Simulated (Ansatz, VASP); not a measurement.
## Be3Se2O: VASP beside Ansatz

```
CELL_PARAMETERS angstrom
4.25497 0.00000 0.00000
-2.12748 3.68491 0.00000
0.00000 0.00000 6.01525
ATOMIC_POSITIONS crystal
Be 0.50000 0.00000 0.50000
Be 0.00000 0.50000 0.50000
Be 0.50000 0.50000 0.50000
Se 0.33333 0.66667 0.00000
Se 0.66667 0.33333 0.00000
O 0.00000 0.00000 0.50000
```

Alike in both runs: functional PBE; k mesh 12 × 12 × 8; occupations gaussian, width 0.1 eV; no spin polarisation.

Ansatz relaxed the structure, and its values are those at the end. VASP's run is a single point on that final structure, the one shown.

|  | VASP | Ansatz |
| --- | --- | --- |
| version | VASP 6.6.1 | Ansatz 0.2.0 |
| potentials or method | VASP PAW PBE potentials, release 64 (Be, Se, O), cutoff 520 eV | scalar-relativistic, plane waves, PAW |
| valence electrons in the cell | 24 | 44 |

Ansatz gave:

* gap on the k mesh at the Fermi level (eV): none
* pressure (GPa): 0.0

Task: Estimate VASP's values.

Result: gap on the k mesh at the Fermi level (eV): none; pressure (GPa): 0.1.

A gap of «none» marks a metal or a gap that the smearing closes. With one functional, cell and mesh, what is left measures potentials, basis and numerics. VASP's potentials hold 24 valence electrons a cell and Ansatz's 44, so a difference there can come from the potentials and not from the codes.
